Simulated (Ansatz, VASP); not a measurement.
**Two plane-wave programs on ZnS**

```
Zn S
1.0
     3.87969    0.00000    0.00000
    -1.93985    3.35991    0.00000
     0.00000    0.00000    6.37002
Zn S
2 2
Direct
  0.33333 0.66667 0.98128
  0.66667 0.33333 0.48128
  0.33333 0.66667 0.37956
  0.66667 0.33333 0.87956
```

Alike in both runs: task single point; functional PBEsol; k mesh 9 × 9 × 6; occupations gaussian, width 0.05 eV; no spin polarisation.

```csv
,VASP,Ansatz
version,VASP 6.6.1,Ansatz 0.2.0
potentials or method,"VASP PAW PBE potentials, release 64 (Zn, S), cutoff 520 eV","scalar-relativistic, plane waves, PAW"
valence electrons in the cell,36,36
```

Ansatz gave:

* gap on the k mesh at the Fermi level (eV): 1.84
* least direct gap on the mesh (eV): 1.84
* pressure (GPa): -4.4
* traceless stress, the component that is largest in VASP (GPa): -1.58
* rms of the force components (eV/Å): 0.271

Question: What did VASP give for the same quantities?

Answer: gap on the k mesh at the Fermi level (eV): 1.85; least direct gap on the mesh (eV): 1.85; pressure (GPa): -4.3; traceless stress, the component that is largest in VASP (GPa): -1.62; rms of the force components (eV/Å): 0.273.

VASP's potentials were made for PBE, not for PBEsol. Atom by atom the forces differ by 0.002 eV/Å (rms over components).
